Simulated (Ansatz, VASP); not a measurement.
**Li in VASP and in Ansatz**

```xyz
8
Lattice="-4.3723 0.0109 -0.0113 -2.1679 -2.1862 4.2532 -2.1900 6.5386 4.2343" Properties=species:S:1:pos:R:3 pbc="T T T"
Li   -2.1824    2.1704    2.1229
Li   -4.3692    4.3700    6.3511
Li   -6.5444    0.0118    4.2388
Li   -6.5591    4.3622    4.2246
Li   -4.3669    0.0128    2.1085
Li   -6.5429    2.1749    6.3693
Li   -4.3627    2.1727    4.2518
Li   -6.5448    4.3659    8.4704
```

Change from the starting cell: cell x2, atoms moved at random (sigma 0.15 Å) and cell strained at random (1.5 %), then relaxed without symmetry.

Alike in both runs: functional PBE; k mesh 6 × 6 × 6; occupations gaussian, width 0.2 eV; no spin polarisation.

Ansatz relaxed the structure, and its values are those at the end. VASP's run is a single point on that final structure, the one shown.

|  | VASP | Ansatz |
| --- | --- | --- |
| version | VASP 6.6.1 | Ansatz 0.2.0 |
| potentials or method | VASP PAW PBE potentials, release 64 (Li_sv), cutoff 520 eV | scalar-relativistic, plane waves, PAW |
| valence electrons in the cell | 24 | 24 |

|  | VASP | Ansatz | Ansatz less VASP |
| --- | --- | --- | --- |
| gap on the k mesh at the Fermi level (eV) | none | none | - |
| rms of the force components (eV/Å) | 0.004 | 0.004 | 0.0000 |

A gap of «none» marks a metal or a gap that the smearing closes.

Noted on VASP's run: the cutoff is short for stress, so the pressure is rough.
